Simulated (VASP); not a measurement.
Runs of VASP 6.6.1 on Al2Au. The structure is that of space group Fm-3m (No. 225), or close to it. The cells are those of the table. 

```tsv
task	cell	cutoff (eV)	gap on the mesh (eV)	pressure (GPa)
single point	a = 4.095 Å, angles 60.0°, 3 atoms	520	none	19.4
single point	a = 4.289 Å, angles 60.0°, 3 atoms	520	none	-0.5
relaxation of cell and atoms	relaxed from a = 4.243 Å, angles 60.0°, 3 atoms	600	none	0.0
single point	a = 4.221 Å, angles 60.0°, 3 atoms	520	none	(a)
```

Alike in all rows: level PBE; potentials or basis VASP PAW PBE potentials, release 64 (Al, Au); no spin polarisation; k mesh 12 × 12 × 12; smearing gaussian 0.1 eV.

Problem. Estimate the missing entries.

Solution. (a) 5.0.

Caveats: spin-orbit coupling is left out, which moves the levels of the heavy elements; the cell stands under pressure (at least some runs).

A k mesh can miss the band edges, and the runs leave out spin-orbit coupling on Au.

A gap of «none» marks levels without a gap at the run's occupations.
